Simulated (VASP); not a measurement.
# Si in VASP: a series of runs, part 2 of 2

VASP 6.6.1. Earlier steps stand in the parts before.

## (4) Electric field gradients, PBE (equal xy, yz and zx shear strains of +2 %)

Contents of INCAR:

```
SYSTEM = Si
  ALGO = Normal
  EDIFF = 1E-8
  ENCUT = 520
  GGA = PE
  ISIF = 2
  ISMEAR = -1
  LASPH = .TRUE.
  LCHARG = .FALSE.
  LEFG = .TRUE.
  LREAL = .FALSE.
  LWAVE = .FALSE.
  NBANDS = 11
  NELM = 60
  PREC = Accurate
  SIGMA = 0.05
```

Contents of KPOINTS:

```
k-points
0
G
  16 16 16
  0 0 0
```

Contents of POSCAR:

```
Si
1.0
   -2.2145650000      2.3587400000      1.2761750000
    2.2400650000     -2.3332400000      1.2738250000
    2.2619350000      2.3782600000     -1.2288050000
Si
2
Direct
    0.8070000000      0.5570000000      0.2500000000
    0.1930000000      0.4430000000      0.7500000000
```

Potentials or basis: VASP PAW PBE potentials, release 64 (Si).

On the command line:

```
$ cat potpaw_PBE.64/Si/POTCAR > POTCAR
$ mpirun -np 1 vasp_std > vasp.out
```

OUTCAR:

```text
SYSTEM = Si
   EDIFF = 1E-8
   ENCUT = 520
   GGA = PE
   ISIF = 2
   ISMEAR = -1
   LASPH = .TRUE.
   LREAL = .FALSE.
   NELM = 60
   PREC = Accurate

 ion  position               nearest neighbor table
   1  0.807  0.557  0.250-   2 2.38   2 2.39   2 2.44   2 2.48   2 2.72   2 2.77
   2  0.193  0.443  0.750-   1 2.38   1 2.39   1 2.44   1 2.48   1 2.72   1 2.77

  LATTYP: Found a triclinic cell.
 ALAT       =     2.5502549873
 B/A-ratio  =     1.9651402143
 C/A-ratio  =     2.0464393826
 COS(alpha) =     0.0071169321
 COS(beta)  =     0.5059906811
[... 555 lines left out ...]
  free  energy   TOTEN  =       -10.1003471212 eV

  energy  without entropy=      -10.0940880829  energy(sigma->0) =      -10.09721760

 Electric field gradients (V/A^2)
---------------------------------------------------------------------
 ion       V_xx      V_yy      V_zz      V_xy      V_xz      V_yz
---------------------------------------------------------------------
   1      10.073   -26.525    16.453    -0.079     1.900     0.127
   2      10.073   -26.525    16.453    -0.079     1.900     0.127
---------------------------------------------------------------------

 Electric field gradients after diagonalization (V/A^2)
 (convention: |V_zz| > |V_xx| > |V_yy|)
----------------------------------------------------------------------
 ion       V_xx      V_yy      V_zz     asymmetry (V_yy - V_xx)/ V_zz
----------------------------------------------------------------------
   1      16.976     9.550   -26.526       0.280
   2      16.976     9.550   -26.526       0.280
----------------------------------------------------------------------

           NMR quadrupolar parameters

 Cq : quadrupolar parameter    Cq=e*Q*V_zz/h
 eta: asymmetry parameters     (V_yy - V_xx)/ V_zz
 Q  : nuclear electric quadrupole moment in mb (millibarn)
----------------------------------------------------------------------
 ion       Cq(MHz)       eta       Q (mb)
----------------------------------------------------------------------
   1      -0.064       0.280       1.000
   2      -0.064       0.280       1.000
----------------------------------------------------------------------
```

OSZICAR:

```text
N       E                     dE             d eps       ncg     rms          rms(c)
DAV:   1     0.611012163297E+01    0.61101E+01   -0.35231E+03 45184   0.617E+02
DAV:   2    -0.971243974695E+01   -0.15823E+02   -0.15208E+02 58836   0.875E+01
DAV:   3    -0.101214452281E+02   -0.40901E+00   -0.40586E+00 58077   0.114E+01
DAV:   4    -0.101229371060E+02   -0.14919E-02   -0.14916E-02 54246   0.855E-01
DAV:   5    -0.101229427241E+02   -0.56181E-05   -0.56170E-05 56516   0.474E-02    0.491E+00
DAV:   6    -0.101089892613E+02    0.13953E-01   -0.43085E-03 53141   0.346E-01    0.286E+00
DAV:   7    -0.101003921942E+02    0.85971E-02   -0.92702E-03 51752   0.545E-01    0.224E-01
DAV:   8    -0.101003569787E+02    0.35216E-04   -0.76766E-04 52924   0.159E-01    0.596E-02
DAV:   9    -0.101003475622E+02    0.94165E-05   -0.39740E-05 54884   0.384E-02    0.386E-02
DAV:  10    -0.101003472026E+02    0.35956E-06   -0.26618E-06 56269   0.110E-02    0.256E-03
DAV:  11    -0.101003471594E+02    0.43227E-07   -0.19743E-07 54269   0.248E-03    0.704E-04
DAV:  12    -0.101003471301E+02    0.29293E-07   -0.23842E-08 46070   0.807E-04    0.195E-04
DAV:  13    -0.101003471212E+02    0.89196E-08   -0.16978E-09 29457   0.279E-04
   1 F= -.10100347E+02 E0= -.10097218E+02  d E =-.625904E-02
```

stdout:

```text
POSCAR found type information on POSCAR Si
 POSCAR found :  1 types and       2 ions
 scaLAPACK will be used
 LDA part: xc-table for (Slater+PW92), standard interpolation
 POSCAR, INCAR and KPOINTS ok, starting setup
 FFT: planning ... GRIDC
 FFT: planning ... GRID_SOFT
 FFT: planning ... GRID
 WAVECAR not read
 entering main loop
ion   1
     0.0000353     0.0536697     0.0321004    -0.8512281    -0.1476010    -1.0621283
     0.0000487     0.0536697     0.0321004    -0.8512281    -0.1476010    -1.0621283
     0.0000670     0.0536697     0.0321004    -0.8512281    -0.1476010    -1.0621283
     0.0000923     0.0536697     0.0321004    -0.8512281    -0.1476010    -1.0621283

     0.0000353     0.0161718    -0.1781164   -12.7355031    -1.7434681   -16.3042897
     0.0000487     0.0161718    -0.1781162   -12.7354894    -1.7434662   -16.3042722
     0.0000670     0.0161719    -0.1781157   -12.7354667    -1.7434632   -16.3042430
     0.0000923     0.0161721    -0.1781150   -12.7354290    -1.7434582   -16.3041947

ion   2
     0.0000353     0.0536697     0.0321004    -0.8512281    -0.1476010    -1.0621283
     0.0000487     0.0536697     0.0321004    -0.8512281    -0.1476010    -1.0621283
     0.0000670     0.0536697     0.0321004    -0.8512281    -0.1476010    -1.0621283
     0.0000923     0.0536697     0.0321004    -0.8512281    -0.1476010    -1.0621283

     0.0000353     0.0161718    -0.1781164   -12.7355031    -1.7434681   -16.3042897
     0.0000487     0.0161718    -0.1781162   -12.7354894    -1.7434662   -16.3042722
     0.0000670     0.0161719    -0.1781157   -12.7354667    -1.7434632   -16.3042430
     0.0000923     0.0161721    -0.1781150   -12.7354290    -1.7434582   -16.3041947
```

It took 10 min on 1 thread of Intel Xeon Platinum 8259CL at 2.50GHz (Skylake/Cascade Lake), shared host; peak memory 0.56 GiB.

Results:

* Free energy: -10.1003 eV
* Pressure: 15.7 GPa
* Largest force: 0.068 eV/Å
* Band gap on the k mesh: zero (bands 4 and 5 overlap by 7.50 eV)
* Largest electric field gradient by atom: Si -26.5 V/Å²

Forces in eV/Å, atoms in the order of the input:
```
Si   0.063 -0.024 -0.004
Si  -0.063  0.024  0.004
```

Levels at points of the mesh, in eV from the Fermi level:
```
           k point  band 2  band 3  band 4  band 5  band 6  band 7
(0.00, 0.00, 0.00)   -3.06   -2.39   -1.67    1.11    7.77    9.15
(0.50, 0.00, 0.00)   -7.73   -1.71   -1.23   -1.17    0.15    5.21
(0.00, 0.50, 0.00)   -7.38   -2.77   -2.06   -1.21    1.15    5.59
(0.50, 0.50, 0.00)  -11.39   -0.03   -0.01    2.74    2.78    8.43
(0.00, 0.00, 0.50)  -11.52    0.31    0.32    3.12    3.15    8.74
(0.50, 0.00, 0.50)   -7.25   -3.02   -2.18   -1.65    1.06    4.85
(0.00, 0.50, 0.50)   -7.54   -2.06   -1.51   -1.29    0.03    4.56
(0.50, 0.50, 0.50)   -8.17   -7.69   -7.40    5.78    6.53   14.21
```

Electric field gradients, principal values (V/Å²):
```
atom  least  middle  greatest (by size)
1 Si  9.550  16.976             -26.526
2 Si  9.550  16.976             -26.526
```

Caveat: the cell differs from its parent crystal (equal xy, yz and zx shear strains of +2 %); the cell stands under pressure; without QUAD_EFG the Cq values of the log hold for a quadrupole moment of 1 mb, not for the nuclei.

## (5) The runs side by side

```tsv
cell	gap on the mesh (eV)	pressure (GPa)	largest force (eV/Å)
a = 3.552, b = 3.554, c = 3.513 Å, angles 100.8, 95.8, 137.9°, 2 atoms	none	15.7	0.11
a = 3.462, b = 3.462, c = 3.553 Å, angles 100.2, 95.0, 136.8°, 2 atoms	none	15.7	-
a = 3.478, b = 3.476, c = 3.505 Å, angles 99.7, 94.6, 137.0°, 2 atoms	none	15.7	0.07
```

Alike in all rows: task electric field gradients; level PBE; potentials or basis VASP PAW PBE potentials, release 64 (Si); no spin polarisation; k mesh 16 × 16 × 16; cutoff (eV) 520; smearing fermi-dirac 0.05 eV.

Caveats: the cell stands under pressure.

Total energies depend on the potentials used, so only differences within one code and one set of settings carry meaning.
